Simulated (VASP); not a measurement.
**Be: single point with revPBE**

Crystal: Be.

```
Be
1.0
     2.15950    0.00000    0.00000
     0.00000    2.15950    0.00000
     0.00000    0.00000    2.15950
Be
1
Direct
  0.00000 0.00000 0.00000
```

This isn't the form of Be at room conditions, which is hcp.

| Item | Value |
| --- | --- |
| Program | VASP 6.6.1 |
| Task | single point |
| Functional | revPBE |
| Potentials or basis | VASP PAW PBE potentials, release 64 (Be) |
| Cutoff | 520 eV |
| k mesh | 16 × 16 × 16 |
| Occupations | fermi-dirac, width 0.1 eV |
| Spin | no spin polarisation |
| Dipole correction | no |
| Further INCAR settings | ALGO = Normal; EDIFF = 1e-07; NBANDS = 7 |

```json
{
  "Pressure": "3.3 GPa",
  "Band gap on the k mesh": "zero (bands 1 and 2 overlap by 7.30 eV)"
}
```

Levels at points of the mesh, in eV from the Fermi level:
```
           k point  band 1  band 2  band 3  band 4  band 5  band 6
(0.00, 0.00, 0.00)   -9.81   13.85   13.85   13.85   19.35   19.35
(0.50, 0.00, 0.00)   -4.72   -1.76   17.62   17.62   25.08   25.25
(0.50, 0.50, 0.00)    0.73    0.73    6.64    7.34   20.74   32.82
(0.50, 0.50, 0.50)    5.53    5.53    5.53   13.29   13.29   13.29
```

Wall time 12 s on 1 thread of AMD EPYC 7R13, on a shared host, peak memory 0.08 GiB.

Caveat: the cell stands under pressure; the PAW data sets were made with another functional, which shifts forces and pressure a little.
